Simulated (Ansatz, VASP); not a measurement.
## C in VASP and in Ansatz

Contents of INCAR:

```
SYSTEM = C
PREC = Accurate
ENCUT = 520
EDIFF = 1E-8
ISMEAR = -1
SIGMA = 0.08
LREAL = .FALSE.
LASPH = .TRUE.
NELM = 100
ALGO = Normal
ISIF = 2
LWAVE = .FALSE.
LCHARG = .FALSE.
GGA = PE
LEFG = .TRUE.
NBANDS = 11
```

KPOINTS

```
regular mesh
0
G
  20 20 20
  0 0 0
```

The input POSCAR:

```
C
1.0
   -0.0267510000      1.7834000000      1.7834000000
    1.7834000000     -0.0267510000      1.7834000000
    1.7566490000      1.7566490000      0.0000000000
C
2
Direct
    0.5000000000      0.5000000000      0.5000000000
    0.7500000000      0.7500000000      0.7500000000
```

Input for Ansatz:

```yaml
crystal:
  lattice:
    - [-0.026751, 1.7834, 1.7834]
    - [1.7834, -0.026751, 1.7834]
    - [1.756649, 1.756649, 0.0]
  atoms:
    - { symbol: C, position: [0.5, 0.5, 0.5] }
    - { symbol: C, position: [0.75, 0.75, 0.75] }
kpoints:
  mp_grid: { grid: [20, 20, 20] }
scf:
  occupations: { method: fermi_dirac, width: 0.08 }
hamiltonian:
  xc: pbe
  pseudopotentials: { kind: all_electron, datasets: crystal }
output:
  forces: true
  stress: true
  eigenvalues: true
  efg: { contact_densities: true }
```

Change from the starting cell: xy shear strain of -3 %, crystal datasets.

Alike in both runs: task electric field gradients; functional PBE; k mesh 20 × 20 × 20; occupations fermi-dirac, width 0.08 eV; no spin polarisation.

|  | VASP | Ansatz |
| --- | --- | --- |
| version | VASP 6.6.1 | Ansatz 0.2.0 |
| potentials or method | VASP PAW PBE potentials, release 64 (C), cutoff 520 eV | all-electron PAW with datasets made for the crystal, scalar-relativistic |

```tsv
	VASP	Ansatz	Ansatz less VASP
gap on the k mesh at the Fermi level (eV)	4.03	4.04	+0.008
pressure (GPa)	2.9	2.2	-0.71
traceless stress, the component that is largest in VASP (GPa)	17.11	17.02	-0.086
rms of the force components (eV/Å)	0.056	0.051	-0.0048
size of Vzz on the site where it differs most (V/Å²)	3.4	3.1	-0.23
```

Atom by atom the forces differ by 0.005 eV/Å (rms over components). Ansatz ran all-electron here, and VASP with PAW potentials.
